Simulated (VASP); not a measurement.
# Mg3GePd (P6_3/mmc) in VASP: a series of runs, part 2 of 2

VASP 6.6.1.

**4. Relaxation of cell and atoms, PBE**

File INCAR:

```
SYSTEM = Mg3GePd
PREC = Accurate ; ENCUT = 600
EDIFF = 1E-7 ; ISMEAR = 0
SIGMA = 0.1 ; LREAL = .False.
LASPH = .True. ; NELM = 60
ALGO = Fast ; ISIF = 3
LWAVE = .False. ; LCHARG = .False.
GGA = PE ; IBRION = 2
NSW = 90 ; EDIFFG = -0.04
```

File KPOINTS:

```
regular mesh
0
Gamma
  3 3 4
  0 0 0
```

File POSCAR:

```
Mg3GePd
1.0
    6.2282473053      0.0000000000      0.0000000000
   -3.1141236527      5.3938203875      0.0000000000
    0.0000000000      0.0000000000      5.3211135948
Mg Ge Pd
6 2 2
Direct
    0.1460000000      0.2919999999      0.2500000000
    0.8540000000      0.1460000000      0.7500000000
    0.8540000000      0.7080000001      0.7500000000
    0.1460000000      0.8540000000      0.2500000000
    0.7080000001      0.8540000000      0.2500000000
    0.2919999999      0.1460000000      0.7500000000
    0.3333333333      0.6666666667      0.7500000000
    0.6666666667      0.3333333333      0.2500000000
    0.0000000000      0.0000000000      0.5000000000
    0.0000000000      0.0000000000      0.0000000000
```

Potentials or basis: VASP PAW PBE potentials, release 64 (Mg, Ge_d, Pd).

Command:

```bash
> cat potpaw_PBE.64/Mg/POTCAR potpaw_PBE.64/Ge_d/POTCAR potpaw_PBE.64/Pd/POTCAR > POTCAR
> mpirun -np 1 vasp_std > vasp.out
```

OUTCAR:

```text
SYSTEM = Mg3GePd
   PREC = Accurate
   ENCUT = 600
   EDIFF = 1E-7
   ISMEAR = 0
   LREAL = .False.
   LASPH = .True.
   NELM = 60
   ISIF = 3
   GGA = PE
   IBRION = 2
   NSW = 90
   EDIFFG = -0.04

 ion  position               nearest neighbor table
   1  0.146  0.292  0.250-   9 2.06  10 2.06   5 2.73   4 2.73   6 3.09   6 3.09   2 3.09   2 3.09
                             8 3.12   8 3.12   5 3.50   4 3.50
   2  0.854  0.146  0.750-   9 2.06  10 2.06   6 2.73   3 2.73   1 3.09   1 3.09   5 3.09   5 3.09
                             7 3.12   7 3.12   6 3.50   3 3.50
   3  0.854  0.708  0.750-   9 2.06  10 2.06   6 2.73   2 2.73   5 3.09   5 3.09   4 3.09   4 3.09
                             7 3.12   7 3.12   6 3.50   2 3.50
   4  0.146  0.854  0.250-   9 2.06  10 2.06   5 2.73   1 2.73   3 3.09   3 3.09   6 3.09   6 3.09
                             8 3.12   8 3.12   5 3.50   1 3.50
   5  0.708  0.854  0.250-   9 2.06  10 2.06   4 2.73   1 2.73   3 3.09   3 3.09   2 3.09   2 3.09
                             8 3.12   8 3.12   4 3.50   1 3.50
   6  0.292  0.146  0.750-   9 2.06  10 2.06   2 2.73   3 2.73   1 3.09   1 3.09   4 3.09   4 3.09
                             7 3.12   7 3.12   2 3.50   3 3.50
   7  0.333  0.667  0.750-   3 3.12   3 3.12   2 3.12   2 3.12   6 3.12   6 3.12
   8  0.667  0.333  0.250-   1 3.12   1 3.12   4 3.12   4 3.12   5 3.12   5 3.12
   9  0.000  0.000  0.500-   5 2.06   6 2.06   1 2.06   3 2.06   2 2.06   4 2.06  10 2.66  10 2.66

  10  0.000  0.000  0.000-   5 2.06   6 2.06   1 2.06   3 2.06   2 2.06   4 2.06   9 2.66   9 2.66

  LATTYP: Found a hexagonal cell.
 ALAT       =     6.2282473053
 C/A-ratio  =     0.8543516874

  Lattice vectors:

 A1 = (   6.2282473053,   0.0000000000,   0.0000000000)
 A2 = (  -3.1141236527,   5.3938203875,   0.0000000000)
 A3 = (   0.0000000000,   0.0000000000,   5.3211135948)

Analysis of symmetry for initial positions (statically):
=====================================================================
 Subroutine PRICEL returns:
 Original cell was already a primitive cell.

 Routine SETGRP: Setting up the symmetry group for a
 hexagonal supercell.

 Subroutine GETGRP returns: Found 24 space group operations
 (whereof 12 operations were pure point group operations)
 out of a pool of 24 trial point group operations.

The static configuration has the point symmetry D_3d.
 The point group associated with its full space group is D_6h.

Analysis of symmetry for dynamics (positions and initial velocities):
=====================================================================
 Subroutine PRICEL returns:
 Original cell was already a primitive cell.

 Routine SETGRP: Setting up the symmetry group for a
 hexagonal supercell.

 Subroutine GETGRP returns: Found 24 space group operations
 (whereof 12 operations were pure point group operations)
 out of a pool of 24 trial point group operations.

The dynamic configuration has the point symmetry D_3d.
 The point group associated with its full space group is D_6h.

 Subroutine INISYM returns: Found 24 space group operations
 (whereof 12 operations are pure point group operations),
 and found     1 'primitive' translations

----------------------------------------------------------------------------------------

                                     Primitive cell

  volume of cell :     178.7577

  direct lattice vectors                    reciprocal lattice vectors
     6.228247305  0.000000000  0.000000000     0.160558814  0.092698674  0.000000000
    -3.114123653  5.393820387  0.000000000     0.000000000  0.185397349  0.000000000
     0.000000000  0.000000000  5.321113595     0.000000000  0.000000000  0.187930587

[... 81 lines left out ...]
   ENCUT  =  600.0 eV  44.10 Ry    6.64 a.u.  12.44 12.44 10.63*2*pi/ulx,y,z
   NELM   =     60;   NELMIN=  2; NELMDL= -5     # of ELM steps
   EDIFF  = 0.1E-06   stopping-criterion for ELM
   LREAL  =      F    real-space projection
   EDIFFG = -.4E-01   stopping-criterion for IOM
   NSW    =     90    number of steps for IOM
   IBRION =      2    ionic relax: 0-MD 1-quasi-New 2-CG
   NFREE  =      1    steps in history (QN), initial steepest desc. (CG)
   ISIF   =      3    stress and relaxation
   ISYM   =      2    0-nonsym 1-usesym 2-fastsym
   POTIM  = 0.5000    time-step for ionic-motion
   TEBEG  =    0.0;   TEEND  =   0.0 temperature during run
   PSTRESS=    0.0 pullay stress
   NELECT =      60.0000    total number of electrons
   NUPDOWN=      -1.0000    fix difference up-down
   EMIN   =  10.00;   EMAX   =-10.00  energy-range for DOS
   EFERMI =   0.00;   METHOD = LEGACY
   ISMEAR =     0;   SIGMA  =   0.10  broadening in eV -4-tet -1-fermi 0-gaus
   EFERMI_NEDOS =   21; number of points for ismear=-14 and -15
   IALGO  =     68    algorithm
   IMIX   =      4    mixing-type and parameters
     AMIX     =   0.40;   BMIX     =  1.00
     AMIX_MAG =   1.60;   BMIX_MAG =  1.00
  volume/ion in A,a.u.               =      17.88       120.63
  Fermi-wavevector in a.u.,A,eV,Ry     =   1.137724  2.149987 17.611601  1.294416
  Thomas-Fermi vector in A             =   2.274429
   LORBIT       =      0    0 simple, 1 ext, 2 COOP (PROOUT), +10 PAW based schemes
   GGA     = PE    functional components
   LHFCALC =     F    Hartree Fock is set to
   AEXX    =    0.0000 exact exchange contribution
   IVDW    =     0    specifies the selected vdW correction
   LEPSILON=     F    determine dielectric tensor
   LRPA    =     F    only Hartree local field effects (RPA)
 conjugate gradient relaxation of ions
 non-spin polarized calculation
 RMM-DIIS sequential band-by-band and
 Gauss-broadening in eV      SIGMA  =   0.10
  energy-cutoff  :      600.00
  volume of cell :      178.76
 maximum number of plane-waves:      5985
 NGX is ok and might be reduce to    50
   NGX = 25   NGY = 25   NGZ = 21

--------------------------------------- Ionic step        1  -------------------------------------------

 number of electron      59.9999988 magnetization

 Free energy of the ion-electron system (eV)
  ---------------------------------------------------
  ext. energy  EPLUGINS =         0.00000000
  ---------------------------------------------------
  free energy    TOTEN  =       -13.91919734 eV

  energy without entropy =      -13.89139003  energy(sigma->0) =      -13.90529369

 E-fermi :   5.6736     XC(G=0): -10.0094

 val. band max:        5.6335654721   @ k =   0.3333   0.0000   0.2500
 cond. band min:       5.6909837699   @ k =   0.3333   0.3333   0.0000
 fundamental gap:      0.0574182977
 Fermi energy:         5.6735607462

 k-point     1 :       0.0000    0.0000    0.0000
  band No.  band energies     occupation
      1     -18.7231      2.00000
      2     -18.7231      2.00000
      3     -18.7230      2.00000
      4     -18.7230      2.00000
      5     -18.7102      2.00000
      6     -18.7102      2.00000
[... 383 lines left out ...]
--------------------------------------- Ionic step        2  -------------------------------------------

 number of electron      59.9999961 magnetization

------------------------ aborting loop EDIFF was not reached (unconverged)  ----------------------------

  FORCE on cell =-STRESS in cart. coord.  units (eV):
  Direction    XX          YY          ZZ          XY          YZ          ZX
  --------------------------------------------------------------------------------------
  -------------------------------------------------------------------------------------
  Total      -17.4667039    -17.4667039    -22.3833838      0.0000000     -0.0000000     -0.0000000
  in kB      -79.3575714    -79.3575715   -101.6958317      0.0000000     -0.0000000     -0.0000000
  external PRESSURE =     -86.8036582 kB  Pullay stress =       0.0000000 kB
[... 69 lines left out ...]
  FREE ENERGIE OF THE ION-ELECTRON SYSTEM (eV)
  ---------------------------------------------------
  free  energy   TOTEN  =       -28.4786681363 eV

  energy  without entropy=      -28.4708835150  energy(sigma->0) =      -28.47477583

[... ionic steps 4 to 9 ...]

--------------------------------------- Ionic step       10  -------------------------------------------

 number of electron      60.0000007 magnetization

------------------------ aborting loop because EDIFF is reached ----------------------------------------
[... 83 lines left out ...]
--------------------------------------- Ionic step       12  -------------------------------------------

 number of electron      60.0000010 magnetization

 Free energy of the ion-electron system (eV)
  ---------------------------------------------------
  ext. energy  EPLUGINS =         0.00000000
  ---------------------------------------------------
  free energy    TOTEN  =       -30.09265858 eV

  energy without entropy =      -30.08421533  energy(sigma->0) =      -30.08843696

 E-fermi :   3.9995     XC(G=0):  -9.4596

 val. band max:        3.9339944224   @ k =   0.3333   0.0000   0.0000
 cond. band min:       4.1585051356   @ k =   0.3333   0.0000   0.2500
 fundamental gap:      0.2245107132
 Fermi energy:         3.9994972682

 k-point     1 :       0.0000    0.0000    0.0000
  band No.  band energies     occupation
      1     -20.4406      2.00000
      2     -20.4406      2.00000
      3     -20.4404      2.00000
      4     -20.4404      2.00000
      5     -20.4236      2.00000
      6     -20.4236      2.00000
[... 377 lines left out ...]
  FREE ENERGIE OF THE ION-ELECTRON SYSTEM (eV)
  ---------------------------------------------------
  free  energy   TOTEN  =       -30.0926585783 eV

  energy  without entropy=      -30.0842153338  energy(sigma->0) =      -30.08843696

 reached required accuracy - stopping structural energy minimisation
```

Run time: 31 min. Hardware: 1 thread of Intel Xeon Platinum 8488C (Sapphire Rapids), shared host; peak memory 0.41 GiB.

Results:

```yaml
Free_energy: -30.0927 eV
Relaxed_volume: 21.33 Å³/atom
Relaxed_cell: a = 6.883 Å, b = 6.883 Å, c = 5.198 Å, α = 90.00°, β = 90.00°, γ = 120.00°
Space_group_after_relaxing_to_0.1_Å: P6_3/mmc (No. 194)
Energy_gained_by_relaxing: 1617.3 meV/atom
Ionic_steps: 12
Pressure_after_relaxing: 0.1 GPa
Largest_force_after_relaxing: 0.033 eV/Å
Band_gap_on_the_k_mesh: zero (bands 30 and 31 overlap by 1.05 eV)
```

Forces in eV/Å, atoms in the order of the input:
```
Mg   0.000 -0.033  0.000
Mg   0.029 -0.017  0.000
Mg   0.000  0.033  0.000
Mg  -0.029  0.017  0.000
Mg   0.029  0.017  0.000
Mg  -0.029 -0.017  0.000
Ge   0.000  0.000  0.000
Ge   0.000  0.000  0.000
Pd   0.000  0.000  0.000
Pd   0.000  0.000  0.000
```

Step by step:
```csv
step,energy change (eV),largest force (eV/Å),pressure (GPa),volume (Å³)
1,0.0000,10.9113,47.29,178.76
2,-8.8832,0.8939,-8.68,352.64
3,-14.5595,0.6092,-4.41,253.97
4,-14.6154,0.7852,-3.69,249.99
5,-14.6371,1.0632,-2.51,244.36
6,-15.2193,0.9410,-1.81,233.71
7,-16.0511,0.2502,3.27,202.76
8,-16.0634,0.3850,2.17,206.87
9,-16.0654,0.3404,2.53,205.45
10,-16.1527,0.2809,-0.42,214.24
11,-16.1646,0.1329,0.27,211.90
12,-16.1735,0.0334,0.07,213.28
```

Final structure:
```cif
data_structure
_symmetry_space_group_name_H-M 'P 1'
_symmetry_Int_Tables_number 1
_cell_length_a 6.8832
_cell_length_b 6.8832
_cell_length_c 5.1980
_cell_angle_alpha 90.000
_cell_angle_beta 90.000
_cell_angle_gamma 120.000
_cell_volume 213.28
loop_
_atom_site_label
_atom_site_type_symbol
_atom_site_fract_x
_atom_site_fract_y
_atom_site_fract_z
_atom_site_occupancy
Mg1 Mg 0.18981 0.37962 0.25000 1
Mg2 Mg 0.81019 0.18981 0.75000 1
Mg3 Mg 0.81019 0.62038 0.75000 1
Mg4 Mg 0.18981 0.81019 0.25000 1
Mg5 Mg 0.62038 0.81019 0.25000 1
Mg6 Mg 0.37962 0.18981 0.75000 1
Ge1 Ge 0.33333 0.66667 0.75000 1
Ge2 Ge 0.66667 0.33333 0.25000 1
Pd1 Pd 0.00000 0.00000 0.50000 1
Pd2 Pd 0.00000 0.00000 0.00000 1
```

Caveat: the k points lie up to 0.35 Å⁻¹ apart in the final cell, too coarse for converged energies and pressures of a metal; the volume moved by over 15 % at a fixed basis, so the end points are rough.

**5. Single point, PBE**

This run uses another cell than the first one, of 21.44 Å³/atom.

File INCAR:

```
SYSTEM = Mg3GePd
PREC     = Accurate       ! precision mode
ENCUT    = 520            ! plane-wave cutoff, eV
EDIFF    = 1E-7           ! SCF threshold, eV
ISMEAR   = 0              ! smearing method
SIGMA    = 0.1            ! smearing width, eV
LREAL    = .False.        ! projectors in reciprocal space
LASPH    = .True.         ! aspherical terms in the spheres
NELM     = 80             ! most SCF steps
ALGO     = Fast           ! electronic algorithm
ISIF     = 2              ! what is computed and relaxed
LWAVE    = .False.        ! write WAVECAR
LCHARG   = .True.         ! write CHGCAR
GGA      = PE             ! functional
LELF     = .True.         ! ELF
LVHAR    = .True.       
NBANDS   = 41             ! bands
```

File KPOINTS:

```
Automatic mesh
0
Gamma
  6 6 8
  0 0 0
```

File POSCAR:

```
Mg3GePd
1.0
    6.9220895650      0.0000000000      0.0000000000
   -3.4610447825      5.9947054106      0.0000000000
    0.0000000000      0.0000000000      5.1655991425
Mg Ge Pd
6 2 2
Direct
    0.1891744793      0.3783489585      0.2500000000
    0.8108255207      0.1891744793      0.7500000000
    0.8108255207      0.6216510415      0.7500000000
    0.1891744793      0.8108255207      0.2500000000
    0.6216510415      0.8108255207      0.2500000000
    0.3783489585      0.1891744793      0.7500000000
    0.3333333333      0.6666666667      0.7500000000
    0.6666666667      0.3333333333      0.2500000000
    0.0000000000      0.0000000000      0.5000000000
    0.0000000000      0.0000000000      0.0000000000
```

Command:

```bash
> cat potpaw_PBE.64/Mg/POTCAR potpaw_PBE.64/Ge_d/POTCAR potpaw_PBE.64/Pd/POTCAR > POTCAR
> mpirun -np 1 vasp_std > vasp.out
```

It took 10 min on 1 thread of Intel Xeon Platinum 8488C (Sapphire Rapids), shared host; peak memory 0.52 GiB.

The run converged. Its results:

```yaml
Free_energy: -29.9254 eV
Pressure: -0.1 GPa
Band_gap_on_the_k_mesh: zero (bands 30 and 31 overlap by 1.08 eV)
```

Levels at points of the mesh, in eV from the Fermi level:
| k point | band 27 | band 28 | band 29 | band 30 | band 31 | band 32 | band 33 | band 34 |
| --- | --- | --- | --- | --- | --- | --- | --- | --- |
| (0.00, 0.00, 0.00) | -1.38 | -1.38 | -1.11 | -0.61 | -0.25 | 1.43 | 1.43 | 1.51 |
| (0.50, 0.00, 0.00) | -1.38 | -0.96 | -0.18 | -0.15 | 0.07 | 0.30 | 0.32 | 1.32 |
| (0.00, 0.00, 0.50) | -1.32 | -1.32 | -1.32 | -1.32 | -0.15 | -0.15 | -0.15 | -0.15 |
| (0.50, 0.00, 0.50) | -1.89 | -1.89 | -0.02 | -0.02 | 0.90 | 0.90 | 1.88 | 1.88 |

**6. The runs side by side**

```csv
task,cell,k mesh,cutoff (eV),gap on the mesh (eV),pressure (GPa),largest force (eV/Å)
single point,"a = 6.228, b = 6.228, c = 5.321 Å, angles 90.0, 90.0, 120.0°, 10 atoms, atomic positions A",3 × 3 × 4,520,none,47.3,10.91
single point,"a = 6.876, b = 6.876, c = 5.209 Å, angles 90.0, 90.0, 120.0°, 10 atoms, atomic positions B",3 × 3 × 4,520,none,0.1,0.01
relaxation of cell and atoms,"relaxed from a = 6.228, b = 6.228, c = 5.321 Å, angles 90.0, 90.0, 120.0°, 10 atoms, atomic positions A",3 × 3 × 4,600,none,0.1,0.03
single point,"a = 6.922, b = 6.922, c = 5.166 Å, angles 90.0, 90.0, 120.0°, 10 atoms, atomic positions B",6 × 6 × 8,520,none,-0.1,-
```

Alike in all rows: level PBE; potentials or basis VASP PAW PBE potentials, release 64 (Mg, Ge_d, Pd); no spin polarisation; smearing gaussian 0.1 eV.

Caveats: some runs use coarse meshes; forces of over 1 eV/Å act on the atoms, so gaps and moduli don't describe the material at rest (at least some runs); the volume moved by over 15 % at a fixed basis, so the end points are rough (at least some runs).

Absolute energies hang on the potentials; compare differences alone.
